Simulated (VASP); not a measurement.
# Hf (P6/mmm) in VASP: notebook

The runs below take Hf through relaxation of cell and atoms, single point, with PBEsol+D3(BJ), PBEsol+D4, PBEsol.

All numbers are computed with VASP 6.6.1; they aren't measurements. Logs are shortened: lines on timing, memory, paths and dates and some standing lists are left out, and cuts for length are marked.

### 1 The cell of the first run

Symmetry: P6/mmm, No. 191, hexagonal system. Conventional cell: a = 4.962 Å, b = 4.962 Å, c = 3.086 Å, α = 90.00°, β = 90.00°, γ = 120.00°. Hf (site symmetry 6/mmm) has 14 Hf at 3.09 to 3.25 Å within 4.1 Å. Hf (site symmetry -6m2) has 11 Hf at 2.87 to 3.25 Å within 3.8 Å.

### 2 Relaxation of cell and atoms, PBEsol+D3(BJ)

INCAR

```
SYSTEM = Hf
PREC = Accurate ; ENCUT = 600
EDIFF = 1E-6 ; ISMEAR = -1
SIGMA = 0.05 ; LREAL = .False.
LASPH = .True. ; NELM = 60
ALGO = Normal ; ISIF = 3
LWAVE = .False. ; LCHARG = .False.
GGA = PS ; IVDW = 12
IBRION = 2 ; NSW = 60
EDIFFG = -0.01
```

KPOINTS

```
regular mesh
0
Gamma
  6 6 9
  0 0 0
```

POSCAR

```
Hf
1.0
    4.9623295440      0.0000000000      0.0000000000
   -2.4811647720      4.2975034470      0.0000000000
    0.0000000000      0.0000000000      3.0862322500
Hf
3
Direct
    0.0000000000      0.0000000000      0.0000000000
    0.3333333333      0.6666666667      0.5000000000
    0.6666666667      0.3333333333      0.5000000000
```

Potentials or basis: VASP PAW PBE potentials, release 64 (Hf_pv).

Run with:

```console
$ cat potpaw_PBE.64/Hf_pv/POTCAR > POTCAR
$ mpirun -np 1 vasp_std > vasp.out
```

OUTCAR:

```text
SYSTEM = Hf
   PREC = Accurate
   ENCUT = 600
   EDIFF = 1E-6
   ISMEAR = -1
   LREAL = .False.
   LASPH = .True.
   NELM = 60
   ISIF = 3
   GGA = PS
   IVDW = 12
   IBRION = 2
   NSW = 60
   EDIFFG = -0.01
 IVDW          = 12

 ion  position               nearest neighbor table
   1  0.000  0.000  0.000-   2 3.25   3 3.25   2 3.25   3 3.25   2 3.25   2 3.25   3 3.25   3 3.25
                             3 3.25   3 3.25   2 3.25   2 3.25
   2  0.333  0.667  0.500-   3 2.87   3 2.87   3 2.87   1 3.25   1 3.25   1 3.25   1 3.25   1 3.25
                             1 3.25
   3  0.667  0.333  0.500-   2 2.87   2 2.87   2 2.87   1 3.25   1 3.25   1 3.25   1 3.25   1 3.25
                             1 3.25

  LATTYP: Found a hexagonal cell.
 ALAT       =     4.9623295440
 C/A-ratio  =     0.6219321435

  Lattice vectors:

 A1 = (   4.9623295440,   0.0000000000,   0.0000000000)
 A2 = (  -2.4811647720,   4.2975034470,   0.0000000000)
 A3 = (   0.0000000000,   0.0000000000,   3.0862322500)

Analysis of symmetry for initial positions (statically):
=====================================================================
 Subroutine PRICEL returns:
 Original cell was already a primitive cell.

 Routine SETGRP: Setting up the symmetry group for a
 hexagonal supercell.

 Subroutine GETGRP returns: Found 24 space group operations
 (whereof 24 operations were pure point group operations)
 out of a pool of 24 trial point group operations.

The static configuration has the point symmetry D_6h.

Analysis of symmetry for dynamics (positions and initial velocities):
=====================================================================
 Subroutine PRICEL returns:
 Original cell was already a primitive cell.

 Routine SETGRP: Setting up the symmetry group for a
 hexagonal supercell.

 Subroutine GETGRP returns: Found 24 space group operations
 (whereof 24 operations were pure point group operations)
 out of a pool of 24 trial point group operations.

The dynamic configuration has the point symmetry D_6h.

 Subroutine INISYM returns: Found 24 space group operations
 (whereof 24 operations are pure point group operations),
 and found     1 'primitive' translations

----------------------------------------------------------------------------------------

                                     Primitive cell

  volume of cell :      65.8158

  direct lattice vectors                    reciprocal lattice vectors
[... 70 lines left out ...]
 [... further k-points ...]
   k-points           NKPTS =     35   k-points in BZ     NKDIM =     35   number of bands    NBANDS=     19
   number of dos      NEDOS =    301   number of ions     NIONS =      3
   total plane-waves  NPLWV =  44800
   dimension x,y,z NGX =    40 NGY =   40 NGZ =   28
   dimension x,y,z NGXF=    80 NGYF=   80 NGZF=   56
   ions per type =               3
   NGX,Y,Z   is equivalent  to a cutoff of  13.40, 13.40, 15.08 a.u.
   NGXF,Y,Z  is equivalent  to a cutoff of  26.80, 26.80, 30.17 a.u.
 SYSTEM =  Hf
   PREC   = accura    normal or accurate (medium, high low for compatibility)
   ISTART =      0    job   : 0-new  1-cont  2-samecut
   ICHARG =      2    charge: 1-file 2-atom 10-const
   ISPIN  =      1    spin polarized calculation?
   LNONCOLLINEAR =      F non collinear calculations
   LSORBIT =      F    spin-orbit coupling
   LASPH  =      T    aspherical Exc in radial PAW
   ENCUT  =  600.0 eV  44.10 Ry    6.64 a.u.   9.91  9.91  6.16*2*pi/ulx,y,z
   NELM   =     60;   NELMIN=  2; NELMDL= -5     # of ELM steps
   EDIFF  = 0.1E-05   stopping-criterion for ELM
   LREAL  =      F    real-space projection
   EDIFFG = -.1E-01   stopping-criterion for IOM
   NSW    =     60    number of steps for IOM
   IBRION =      2    ionic relax: 0-MD 1-quasi-New 2-CG
   NFREE  =      1    steps in history (QN), initial steepest desc. (CG)
   ISIF   =      3    stress and relaxation
   ISYM   =      2    0-nonsym 1-usesym 2-fastsym
   POTIM  = 0.5000    time-step for ionic-motion
   TEBEG  =    0.0;   TEEND  =   0.0 temperature during run
   PSTRESS=    0.0 pullay stress
   NELECT =      30.0000    total number of electrons
   NUPDOWN=      -1.0000    fix difference up-down
   EMIN   =  10.00;   EMAX   =-10.00  energy-range for DOS
   EFERMI =   0.00;   METHOD = LEGACY
   ISMEAR =    -1;   SIGMA  =   0.05  broadening in eV -4-tet -1-fermi 0-gaus
   EFERMI_NEDOS =   21; number of points for ismear=-14 and -15
   IALGO  =     38    algorithm
   IMIX   =      4    mixing-type and parameters
     AMIX     =   0.40;   BMIX     =  1.00
     AMIX_MAG =   1.60;   BMIX_MAG =  1.00
  volume/ion in A,a.u.               =      21.94       148.05
  Fermi-wavevector in a.u.,A,eV,Ry     =   1.259907  2.380879 21.597416  1.587365
  Thomas-Fermi vector in A             =   2.393443
   LORBIT       =      0    0 simple, 1 ext, 2 COOP (PROOUT), +10 PAW based schemes
   GGA     = PS    functional components
   LHFCALC =     F    Hartree Fock is set to
   AEXX    =    0.0000 exact exchange contribution
   IVDW    =    12    specifies the selected vdW correction
   LEPSILON=     F    determine dielectric tensor
   LRPA    =     F    only Hartree local field effects (RPA)
 conjugate gradient relaxation of ions
 non-spin polarized calculation
  energy-cutoff  :      600.00
  volume of cell :       65.82
 maximum number of plane-waves:      2220
 NGX is ok and might be reduce to    40
   NGX = 19   NGY = 19   NGZ = 13

--------------------------------------- Ionic step        1  -------------------------------------------

 number of electron      30.0000002 magnetization

 Free energy of the ion-electron system (eV)
  ---------------------------------------------------
  ext. energy  EPLUGINS =         0.00000000
  ---------------------------------------------------
  free energy    TOTEN  =       -31.39948624 eV

  energy without entropy =      -31.37471726  energy(sigma->0) =      -31.38710175

------------------------ aborting loop because EDIFF is reached ----------------------------------------

 Edisp (eV)   -1.56879

 E8    (eV) :    -1.1848
[... 155 lines left out ...]
--------------------------------------- Ionic step        5  -------------------------------------------

 number of electron      29.9999999 magnetization

 Free energy of the ion-electron system (eV)
  ---------------------------------------------------
  ext. energy  EPLUGINS =         0.00000000
  ---------------------------------------------------
  free energy    TOTEN  =       -31.38735781 eV

  energy without entropy =      -31.36417167  energy(sigma->0) =      -31.37576474

 E-fermi :   5.1476     XC(G=0): -11.7757

 val. band max:        5.1452663953   @ k =   0.3333   0.3333   0.3333
 cond. band min:       5.1490602179   @ k =   0.1667   0.1667   0.0000
 fundamental gap:      0.0037938226
 Fermi energy:         5.1476449309

 k-point     1 :       0.0000    0.0000    0.0000
  band No.  band energies     occupation
      1     -25.4017      2.00000
      2     -25.4017      2.00000
      3     -25.3766      2.00000
      4     -25.3766      2.00000
      5     -24.8958      2.00000
      6     -24.6145      2.00000
[... 505 lines left out ...]
      6     -25.0207      2.00000
[... 11 lines left out ...]
     18       6.8782      0.00000
     19       6.9106      0.00000

 [... further k-points ...]

------------------------ aborting loop because EDIFF is reached ----------------------------------------

 Edisp (eV)   -1.67243

 E8    (eV) :    -1.2630
[... 26 lines left out ...]
  FREE ENERGIE OF THE ION-ELECTRON SYSTEM (eV)
  ---------------------------------------------------
  free  energy   TOTEN  =       -33.0597868705 eV

  energy  without entropy=      -33.0366007358  energy(sigma->0) =      -33.04819380

 reached required accuracy - stopping structural energy minimisation
```

It took 2.2 min on 1 thread of Intel Xeon Platinum 8259CL at 2.50GHz (Skylake/Cascade Lake), shared host; peak memory 0.24 GiB.

What came out:

- Free energy: -33.0598 eV
- Relaxed volume: 20.59 Å³/atom
- Relaxed cell: a = 4.851 Å, b = 4.851 Å, c = 3.031 Å, α = 90.00°, β = 90.00°, γ = 120.00°
- Space group after relaxing (to 0.05 Å): P6/mmm (No. 191)
- Energy gained by relaxing: 30.5 meV/atom
- Ionic steps: 5
- Pressure after relaxing: 0.0 GPa
- Band gap on the k mesh: zero (band 15 reaches 5.46 eV, above the bottom of band 16 at 4.58 eV)
- Dispersion energy per atom: -0.557 eV

The path:
```
step  energy change (eV)  largest force (eV/Å)  pressure (GPa)  volume (Å³)
   1              0.0000                0.0000           -6.90        65.82
   2              0.0517                0.0000           10.70        57.22
   3             -0.0913                0.0000           -0.11        61.84
   4             -0.0914                0.0000            0.03        61.76
   5             -0.0915                0.0000            0.03        61.76
```

Final structure:
```cif
data_structure
_symmetry_space_group_name_H-M 'P 1'
_symmetry_Int_Tables_number 1
_cell_length_a 4.8505
_cell_length_b 4.8505
_cell_length_c 3.0310
_cell_angle_alpha 90.000
_cell_angle_beta 90.000
_cell_angle_gamma 120.000
_cell_volume 61.76
loop_
_atom_site_label
_atom_site_type_symbol
_atom_site_fract_x
_atom_site_fract_y
_atom_site_fract_z
_atom_site_occupancy
Hf1 Hf 0.00000 0.00000 0.00000 1
Hf2 Hf 0.33333 0.66667 0.50000 1
Hf3 Hf 0.66667 0.33333 0.50000 1
```

Caveat: the PAW data sets were made with another functional, which shifts forces and pressure a little; spin-orbit coupling is left out, which moves the levels of the heavy elements; pairwise dispersion overbinds metals, which lowers pressure and volume.

(Part 1 of 2 ends here.)
